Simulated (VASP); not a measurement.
# Fe (P6_3/mmc) in VASP: notebook

Fe is run at these levels: PBE; tasks: single point.

All numbers are computed with VASP 6.6.1; they aren't measurements. Logs are shortened: lines on timing, memory, paths and dates and some standing lists are left out, and cuts for length are marked.

## (1) The cell of the first run

It takes space group P6_3/mmc (No. 194, hexagonal). Conventional cell: a = 2.434 Å, b = 2.434 Å, c = 3.842 Å, α = 90.00°, β = 90.00°, γ = 120.00°. Fe (site symmetry -6m2) has 12 Fe at 2.38 to 2.43 Å within 3.1 Å.

## (2) Single point, PBE, collinear spin, ferromagnetic start

The input, INCAR:

```
SYSTEM = Fe
ALGO = Normal
EDIFF = 1E-7
ENCUT = 520
GGA = PE
ISIF = 2
ISMEAR = -1
ISPIN = 2
LASPH = .TRUE.
LCHARG = .FALSE.
LMAXMIX = 4
LORBIT = 11
LREAL = .FALSE.
LWAVE = .FALSE.
MAGMOM = 2.25 2.25
NBANDS = 19
NELM = 150
NUPDOWN = 4.5
PREC = Accurate
SIGMA = 0.05
```

The input, KPOINTS:

```
k-points
0
G
  10 10 6
  0 0 0
```

The input, POSCAR:

```
Fe
1.0
    2.4341575853      0.0000000000      0.0000000000
   -1.2170787927      2.1080423057      0.0000000000
    0.0000000000      0.0000000000      3.8419344700
Fe
2
Direct
    0.6666666667      0.3333333333      0.7500000000
    0.3333333333      0.6666666667      0.2500000000
```

Potentials or basis: VASP PAW PBE potentials, release 64 (Fe).

Command:

```bash
cat potpaw_PBE.64/Fe/POTCAR > POTCAR
mpirun -np 1 vasp_std > vasp.out
```

OUTCAR:

```text
SYSTEM = Fe
   EDIFF = 1E-7
   ENCUT = 520
   GGA = PE
   ISIF = 2
   ISMEAR = -1
   ISPIN = 2
   LASPH = .TRUE.
   LORBIT = 11
   LREAL = .FALSE.
   NELM = 150
   NUPDOWN = 4.5
   PREC = Accurate

 ion  position               nearest neighbor table
   1  0.667  0.333  0.750-   2 2.38   2 2.38   2 2.38   2 2.38   2 2.38   2 2.38
   2  0.333  0.667  0.250-   1 2.38   1 2.38   1 2.38   1 2.38   1 2.38   1 2.38

  LATTYP: Found a hexagonal cell.
 ALAT       =     2.4341575853
 C/A-ratio  =     1.5783425417

  Lattice vectors:

 A1 = (   2.4341575853,   0.0000000000,   0.0000000000)
 A2 = (  -1.2170787927,   2.1080423057,   0.0000000000)
 A3 = (   0.0000000000,   0.0000000000,   3.8419344700)

Analysis of symmetry for initial positions (statically):
=====================================================================
 Subroutine PRICEL returns:
 Original cell was already a primitive cell.

 Routine SETGRP: Setting up the symmetry group for a
 hexagonal supercell.

 Subroutine GETGRP returns: Found 24 space group operations
 (whereof 12 operations were pure point group operations)
 out of a pool of 24 trial point group operations.

The static configuration has the point symmetry D_3d.
 The point group associated with its full space group is D_6h.

Analysis of symmetry for dynamics (positions and initial velocities):
=====================================================================
 Subroutine PRICEL returns:
 Original cell was already a primitive cell.

 Routine SETGRP: Setting up the symmetry group for a
 hexagonal supercell.

 Subroutine GETGRP returns: Found 24 space group operations
 (whereof 12 operations were pure point group operations)
 out of a pool of 24 trial point group operations.

The dynamic configuration has the point symmetry D_3d.
 The point group associated with its full space group is D_6h.

Analysis of structural, dynamic, and magnetic symmetry:
=====================================================================
 Subroutine PRICEL returns:
 Original cell was already a primitive cell.

 Routine SETGRP: Setting up the symmetry group for a
 hexagonal supercell.

 Subroutine GETGRP returns: Found 24 space group operations
 (whereof 12 operations were pure point group operations)
 out of a pool of 24 trial point group operations.

The overall configuration has the point symmetry D_3d.
 The point group associated with its full space group is D_6h.

 Subroutine INISYM returns: Found 24 space group operations
 (whereof 12 operations are pure point group operations),
 and found     1 'primitive' translations

----------------------------------------------------------------------------------------

                                     Primitive cell

  volume of cell :      19.7141

  direct lattice vectors                    reciprocal lattice vectors
     2.434157585  0.000000000  0.000000000     0.410819746  0.237186891  0.000000000
    -1.217078793  2.108042306  0.000000000     0.000000000  0.474373781  0.000000000
     0.000000000  0.000000000  3.841934470     0.000000000  0.000000000  0.260285543

  length of vectors
     2.434157585  2.434157585  3.841934470     0.474373781  0.474373781  0.260285543

  position of ions in fractional coordinates (direct lattice)
     0.666666667  0.333333333  0.750000000
     0.333333333  0.666666667  0.250000000

  ion indices of the primitive-cell ions
   primitive index   ion index
                 1           1
                 2           2

----------------------------------------------------------------------------------------

 KPOINTS: k-points

Automatic generation of k-mesh.
 Grid dimensions read from file:
 generate k-points for:   10   10    6

 Generating k-lattice:

  Cartesian coordinates                     Fractional coordinates (reciprocal lattice)
     0.041081975  0.023718689  0.000000000     0.100000000  0.000000000  0.000000000
     0.000000000  0.047437378  0.000000000     0.000000000  0.100000000  0.000000000
     0.000000000  0.000000000  0.043380924     0.000000000  0.000000000  0.166666667

  Length of vectors
     0.047437378  0.047437378  0.043380924

  Shift w.r.t. Gamma in fractional coordinates (k-lattice)
     0.000000000  0.000000000  0.000000000

 Subroutine IBZKPT returns following result:
 ===========================================

 Found     56 irreducible k-points:

 Following reciprocal coordinates:
            Coordinates               Weight
  0.000000  0.000000  0.000000      1.000000
  0.100000 -0.000000  0.000000      6.000000
  0.200000 -0.000000  0.000000      6.000000
  0.300000  0.000000  0.000000      6.000000
  0.400000  0.000000  0.000000      6.000000
  0.500000  0.000000  0.000000      3.000000
[... 16 lines left out ...]
  0.300000  0.100000  0.166667     24.000000
  0.400000  0.100000  0.166667     24.000000
 [... further k-points ...]
   k-points           NKPTS =     56   k-points in BZ     NKDIM =     56   number of bands    NBANDS=     19
   number of dos      NEDOS =    301   number of ions     NIONS =      2
   total plane-waves  NPLWV =   9720
   dimension x,y,z NGX =    18 NGY =   18 NGZ =   30
   dimension x,y,z NGXF=    36 NGYF=   36 NGZF=   60
   ions per type =               2
   NGX,Y,Z   is equivalent  to a cutoff of  12.29, 12.29, 12.98 a.u.
   NGXF,Y,Z  is equivalent  to a cutoff of  24.59, 24.59, 25.96 a.u.
 SYSTEM =  Fe
   PREC   = accura    normal or accurate (medium, high low for compatibility)
   ISTART =      0    job   : 0-new  1-cont  2-samecut
   ICHARG =      2    charge: 1-file 2-atom 10-const
   ISPIN  =      2    spin polarized calculation?
   LNONCOLLINEAR =      F non collinear calculations
   LSORBIT =      F    spin-orbit coupling
   LASPH  =      T    aspherical Exc in radial PAW
   ENCUT  =  520.0 eV  38.22 Ry    6.18 a.u.   4.53  4.53  7.14*2*pi/ulx,y,z
   NELM   =    150;   NELMIN=  2; NELMDL= -5     # of ELM steps
   EDIFF  = 0.1E-06   stopping-criterion for ELM
   LREAL  =      F    real-space projection
   EDIFFG = 0.1E-05   stopping-criterion for IOM
   NSW    =      0    number of steps for IOM
   IBRION =     -1    ionic relax: 0-MD 1-quasi-New 2-CG
   NFREE  =      0    steps in history (QN), initial steepest desc. (CG)
   ISIF   =      2    stress and relaxation
   ISYM   =      2    0-nonsym 1-usesym 2-fastsym
   POTIM  = 0.5000    time-step for ionic-motion
   TEBEG  =    0.0;   TEEND  =   0.0 temperature during run
   PSTRESS=    0.0 pullay stress
   NELECT =      16.0000    total number of electrons
   NUPDOWN=       4.5000    fix difference up-down
   EMIN   =  10.00;   EMAX   =-10.00  energy-range for DOS
   EFERMI =   0.00;   METHOD = LEGACY
   ISMEAR =    -1;   SIGMA  =   0.05  broadening in eV -4-tet -1-fermi 0-gaus
   EFERMI_NEDOS =   21; number of points for ismear=-14 and -15
   IALGO  =     38    algorithm
   IMIX   =      4    mixing-type and parameters
     AMIX     =   0.40;   BMIX     =  1.00
     AMIX_MAG =   1.60;   BMIX_MAG =  1.00
  volume/ion in A,a.u.               =       9.86        66.52
  Fermi-wavevector in a.u.,A,eV,Ry     =   1.527058  2.885721 31.727505  2.331906
  Thomas-Fermi vector in A             =   2.635006
   LORBIT       =     11    0 simple, 1 ext, 2 COOP (PROOUT), +10 PAW based schemes
   GGA     = PE    functional components
   LHFCALC =     F    Hartree Fock is set to
   AEXX    =    0.0000 exact exchange contribution
   IVDW    =     0    specifies the selected vdW correction
   LEPSILON=     F    determine dielectric tensor
   LRPA    =     F    only Hartree local field effects (RPA)
 spin polarized calculation
  energy-cutoff  :      520.00
  volume of cell :       19.71
 maximum number of plane-waves:       546
   NGX =  9   NGY =  9   NGZ = 15

 number of electron      16.0000009 magnetization       4.5000004

 Free energy of the ion-electron system (eV)
  ---------------------------------------------------
  ext. energy  EPLUGINS =         0.00000000
  ---------------------------------------------------
  free energy    TOTEN  =       -15.48259597 eV

  energy without entropy =      -15.44903796  energy(sigma->0) =      -15.46581697

 E-fermi :   7.3109     XC(G=0): -13.9193

 val. band max:        7.6715346953   @ k =   0.4000   0.2000   0.3333
 cond. band min:       7.3188443550   @ k =   0.2000   0.2000   0.1667
 fundamental gap:     -0.3526903403
 Fermi energy:         7.6980074195

 spin component 1

 k-point     1 :       0.0000    0.0000    0.0000
  band No.  band energies     occupation
      1      -1.9679      1.00000
      2       1.7852      1.00000
      3       4.9020      1.00000
      4       4.9020      1.00000
      5       5.1760      1.00000
      6       5.3780      1.00000
[... 11 lines left out ...]
     18      34.1577      0.00000
     19      34.7114      0.00000

 k-point     2 :       0.1000   -0.0000    0.0000
  band No.  band energies     occupation
      1      -1.5896      1.00000
      2       2.0218      1.00000
      3       4.5569      1.00000
      4       5.1141      1.00000
      5       5.2652      1.00000
      6       5.4180      1.00000
[... 11 lines left out ...]
     18      34.4685      0.00000
     19      35.0293      0.00000

 k-point     3 :       0.2000   -0.0000    0.0000
  band No.  band energies     occupation
      1      -0.5335      1.00000
      2       2.5207      1.00000
      3       4.0921      1.00000
      4       4.2649      1.00000
      5       5.0666      1.00000
      6       5.2802      1.00000
[... 11 lines left out ...]
     18      33.6280      0.00000
     19      35.2056      0.00000

 k-point     4 :       0.3000    0.0000    0.0000
  band No.  band energies     occupation
      1       0.8801      1.00000
      2       2.6104      1.00000
      3       3.2726      1.00000
      4       4.0210      1.00000
      5       4.9426      1.00000
      6       5.1376      1.00000
[... 407 lines left out ...]
     18      32.0764      0.00000
     19      35.1946      0.00000

 k-point    23 :       0.3000    0.1000    0.1667
  band No.  band energies     occupation
      1       1.7190      1.00000
      2       2.7009      1.00000
      3       3.0215      1.00000
      4       3.8474      1.00000
      5       4.7715      1.00000
      6       5.2334      1.00000
[... 11 lines left out ...]
     18      29.2790      0.00000
     19      34.3306      0.00000

 k-point    24 :       0.4000    0.1000    0.1667
  band No.  band energies     occupation
      1       1.9771      1.00000
      2       2.3640      1.00000
      3       3.1665      1.00000
      4       3.8144      1.00000
      5       4.6477      1.00000
      6       5.6199      1.00000
[... 11 lines left out ...]
     18      28.1513      0.00000
     19      33.4123      0.00000

 [... further k-points ...]

 spin component 2

 k-point     1 :       0.0000    0.0000    0.0000
  band No.  band energies     occupation
      1      -1.5941      1.00000
      2       3.0544      1.00000
      3       7.0453      0.99509
      4       7.0453      0.99509
      5       7.1962      0.90840
      6       7.6031      0.00289
[... 11 lines left out ...]
     18      34.6455      0.00000
     19      35.4912      0.00000

 k-point     2 :       0.1000   -0.0000    0.0000
  band No.  band energies     occupation
      1      -1.2131      1.00000
      2       3.3162      1.00000
      3       6.5957      1.00000
      4       7.0725      0.99158
      5       7.2780      0.65911
      6       7.4393      0.07120
[... 11 lines left out ...]
     18      34.7810      0.00000
     19      35.1526      0.00000

 k-point     3 :       0.2000   -0.0000    0.0000
  band No.  band energies     occupation
      1      -0.1363      1.00000
      2       3.9118      1.00000
      3       5.8134      1.00000
      4       5.9799      1.00000
      5       7.1619      0.95170
      6       7.5321      0.01186
[... 11 lines left out ...]
     18      33.7334      0.00000
     19      35.7883      0.00000

 k-point     4 :       0.3000    0.0000    0.0000
  band No.  band energies     occupation
      1       1.3969      1.00000
      2       4.1892      1.00000
      3       4.8556      1.00000
      4       5.6169      1.00000
      5       7.1276      0.97507
      6       7.1449      0.96510
[... 407 lines left out ...]
     18      32.6431      0.00000
     19      35.8015      0.00000

 k-point    23 :       0.3000    0.1000    0.1667
  band No.  band energies     occupation
      1       2.5164      1.00000
      2       4.2540      1.00000
      3       4.5417      1.00000
      4       5.4701      1.00000
      5       6.7654      0.99998
      6       7.2720      0.68528
[... 11 lines left out ...]
     18      30.0346      0.00000
     19      34.9069      0.00000

 k-point    24 :       0.4000    0.1000    0.1667
  band No.  band energies     occupation
      1       3.3149      1.00000
      2       3.9225      1.00000
      3       4.6304      1.00000
      4       5.2753      1.00000
      5       6.7378      0.99999
      6       7.4479      0.06069
[... 11 lines left out ...]
     18      28.7484      0.00000
     19      33.9554      0.00000

 [... further k-points ...]
[... 5 lines left out ...]
  --------------------------------------------------------------------------------------
  -------------------------------------------------------------------------------------
  Total        5.3700570      5.3700570      7.9416388     -0.0000000      0.0000000     -0.0000000
  in kB      436.4268984    436.4268984    645.4204874     -0.0000000      0.0000000     -0.0000000
  external PRESSURE =     506.0914281 kB  Pullay stress =       0.0000000 kB

 VOLUME and BASIS-vectors are now :
 -----------------------------------------------------------------------------
  energy-cutoff  :      520.00
  volume of cell :       19.71
      direct lattice vectors                 reciprocal lattice vectors
     2.434157585  0.000000000  0.000000000     0.410819746  0.237186891  0.000000000
    -1.217078793  2.108042306  0.000000000     0.000000000  0.474373781  0.000000000
     0.000000000  0.000000000  3.841934470     0.000000000  0.000000000  0.260285543

 POSITION                                       TOTAL-FORCE (eV/Angst)
 -----------------------------------------------------------------------------------
      1.21708      0.70268      2.88145         0.000000     -0.000000      0.000000
     -0.00000      1.40536      0.96048        -0.000000      0.000000      0.000000
 -----------------------------------------------------------------------------------
    total drift:                                0.000000     -0.000000     -0.000000

  FREE ENERGIE OF THE ION-ELECTRON SYSTEM (eV)
  ---------------------------------------------------
  free  energy   TOTEN  =       -15.4825959686 eV

  energy  without entropy=      -15.4490379628  energy(sigma->0) =      -15.46581697

 total charge

# of ion       s       p       d       tot
------------------------------------------
    1        0.564   0.660   6.395   7.619
    2        0.564   0.660   6.395   7.619
--------------------------------------------------
tot          1.128   1.320  12.789  15.237

 magnetization (x)

# of ion       s       p       d       tot
------------------------------------------
    1       -0.016  -0.008   2.235   2.211
    2       -0.016  -0.008   2.235   2.211
--------------------------------------------------
tot         -0.032  -0.016   4.470   4.421
```

It took 18 s on 1 thread of Intel Xeon 6975P-C (Granite Rapids), shared host; peak memory 0.15 GiB.

Results:

```
Free energy                                           : -15.4826 eV
Pressure                                              : 50.6 GPa
Net moment                                            : 4.50 μB per cell
Site moments                                          : Fe +2.21 μB
Valence electrons inside the program's atomic spheres : Fe 7.62
```

Caveat: the total moment is fixed, so each spin has its own Fermi level.

(Continued in part 2 of 2.)
